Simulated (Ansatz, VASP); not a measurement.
Two plane-wave programs on Sc12H

```
Sc H
1.0
     6.62000    0.00000    0.00000
    -4.96500    8.59963    0.00000
     0.00000    0.00000    5.27614
Sc H
12 1
Direct
  0.99794 0.00135 0.00218
  0.16833 0.22094 0.50133
  0.99855 0.33515 0.00222
  0.16885 0.55453 0.50307
  0.99742 0.66723 0.00372
  0.16957 0.88875 0.50231
  0.49860 0.00153 0.00215
  0.66716 0.22080 0.50142
  0.49805 0.33464 0.00256
  0.66948 0.55327 0.50393
  0.49720 0.66813 0.98558
  0.67072 0.89055 0.50252
  0.50570 0.66808 0.60213
```

Alike in both runs: functional PBEsol; k mesh 2 × 1 × 2; occupations fermi-dirac, width 0.1 eV; no spin polarisation.

Ansatz relaxed the structure, and its values are those at the end. VASP's run is a single point on that final structure, the one shown.

|  | VASP | Ansatz |
| --- | --- | --- |
| version | VASP 6.6.1 | Ansatz 0.2.0 |
| potentials or method | VASP PAW PBE potentials, release 64 (Sc_sv, H), cutoff 520 eV | scalar-relativistic, plane waves, PAW |
| valence electrons in the cell | 133 | 133 |

Ansatz gave:

| Quantity | Value |
| --- | --- |
| rms of the force components (eV/Å) | 0.024 |

Which values does VASP return?

rms of the force components (eV/Å): 0.025.

VASP's potentials were made for PBE, not for PBEsol.

The k mesh is coarse, so the values compare programs but aren't converged.
